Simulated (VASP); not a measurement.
A run of VASP 6.6.1 is set up as follows.

Contents of INCAR:

```
  PREC = Accurate
  ENCUT = 600
  EDIFF = 1E-6
  ISMEAR = -1
  SIGMA = 0.05
  LREAL = F
  LASPH = T
  NELM = 150
  ALGO = Normal
  ISIF = 3
  LWAVE = F
  LCHARG = F
  ISPIN = 2
  MAGMOM = 2.5 0
  LORBIT = 11
  LMAXMIX = 4
  GGA = PE
  IBRION = 2
  NSW = 60
  EDIFFG = -0.005
```

The input KPOINTS:

```
regular mesh
0
Gamma
  15 15 15
```

POSCAR

```
FeSi
1.0
    0.0000000000      2.3359840432      2.3359840432
    2.3359840432      0.0000000000      2.3359840432
    2.3359840432      2.3359840432      0.0000000000
Fe Si
1 1
Direct
    0.0000000000      0.0000000000      0.0000000000
    0.5000000000      0.5000000000      0.5000000000
```

Potentials or basis: VASP PAW PBE potentials, release 64 (Fe, Si).

Launch:

```bash
$ cat potpaw_PBE.64/Fe/POTCAR potpaw_PBE.64/Si/POTCAR > POTCAR
$ mpirun -np 1 vasp_std > vasp.out
```

Q: Estimate the site moments.

A: Fe +1.41; Si -0.06 μB.

Q: Estimate the relaxed volume.

A: 13.08 Å³/atom.

Q: What does it give for the relaxed cell?

A: a = 3.332 Å, b = 3.332 Å, c = 3.332 Å, α = 60.00°, β = 60.00°, γ = 60.00°.

Q: Estimate the space group after relaxing (to 0.05 Å).

A: Fm-3m (No. 225).

Final structure:
```
Fe Si
1.0
     0.00000    2.35610    2.35610
     2.35610    0.00000    2.35610
     2.35610    2.35610    0.00000
Fe Si
1 1
Cartesian
  2.3561 2.3561 0.0000
  2.3561 2.3561 2.3561
```
